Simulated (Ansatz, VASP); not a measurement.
## Sn3Se: VASP beside Ansatz

INCAR

```
ALGO = Normal
EDIFF = 1E-7
ENCUT = 520
GGA = PS
GGA_COMPAT = False
ISIF = 2
ISMEAR = -1
LASPH = True
LCHARG = False
LORBIT = 11
LORBMOM = True
LREAL = False
LSORBIT = True
LWAVE = False
MAGMOM = 0 0 0 0 0 0 0 0 0 0 0 0
NBANDS = 62
NELM = 150
PREC = Accurate
SIGMA = 0.05
```

File KPOINTS:

```
k-points
0
Gamma
  6 6 6
```

The input POSCAR:

```
Sn3Se
1.0
    0.0000000000      3.7331380000      3.7331380000
    3.7331380000      0.0000000000      3.7331380000
    3.7331380000      3.7331380000      0.0000000000
Sn Se
3 1
Direct
    0.5000000000      0.5000000000      0.5000000000
    0.7500000000      0.7500000000      0.7500000000
    0.2500000000      0.2500000000      0.2500000000
    0.0000000000      0.0000000000      0.0000000000
```

Contents of input.yaml:

```yaml
crystal:
  lattice:
    - [0.0, 3.733138, 3.733138]
    - [3.733138, 0.0, 3.733138]
    - [3.733138, 3.733138, 0.0]
  atoms:
    - { symbol: Sn, position: [0.5, 0.5, 0.5] }
    - { symbol: Sn, position: [0.75, 0.75, 0.75] }
    - { symbol: Sn, position: [0.25, 0.25, 0.25] }
    - { symbol: Se, position: [0.0, 0.0, 0.0] }
hamiltonian:
  xc: pbesol
  pseudopotentials: { kind: paw_fr }
magnetization:
  noncollinear: true
  spin_orbit: true
kpoints:
  mp_grid: { grid: [6, 6, 6] }
  band_path:
    path:
      - [[0.0, 0.0, 0.0], [0.5, 0.0, 0.5], [0.5, 0.25, 0.75], [0.375, 0.375, 0.75], [0.0, 0.0, 0.0], [0.5, 0.5, 0.5], [0.625, 0.25, 0.625], [0.5, 0.25, 0.75], [0.5, 0.5, 0.5], [0.375, 0.375, 0.75]]
      - [[0.625, 0.25, 0.625], [0.5, 0.0, 0.5]]
    npoints: 14
scf:
  occupations: { method: fermi_dirac, width: 0.05 }
  n_extra_bands: 10
output:
  forces: true
  stress: true
  eigenvalues: true
  fatbands: true
```

Alike in both runs: functional PBEsol; k mesh 6 × 6 × 6; occupations fermi-dirac, width 0.05 eV; non-collinear spin, spin-orbit coupling.

```csv
,VASP,Ansatz
version,VASP 6.6.1,Ansatz 0.2.0
potentials or method,"VASP PAW PBE potentials, release 64 (Sn_d, Se)",Ansatz PAW
plane-wave cutoff (eV),520,420
valence electrons in the cell,48,58
task,single point,band structure
```

|  | VASP | Ansatz | Ansatz less VASP |
| --- | --- | --- | --- |
| pressure (GPa) | -3.2 | -3.2 | 0.00 |
| net moment per atom (μB) | 0.00 | 0.00 | 0.000 |

VASP's potentials were made for PBE, not for PBEsol. VASP's potentials hold 48 valence electrons a cell and Ansatz's 58, so a difference there can come from the potentials and not from the codes.
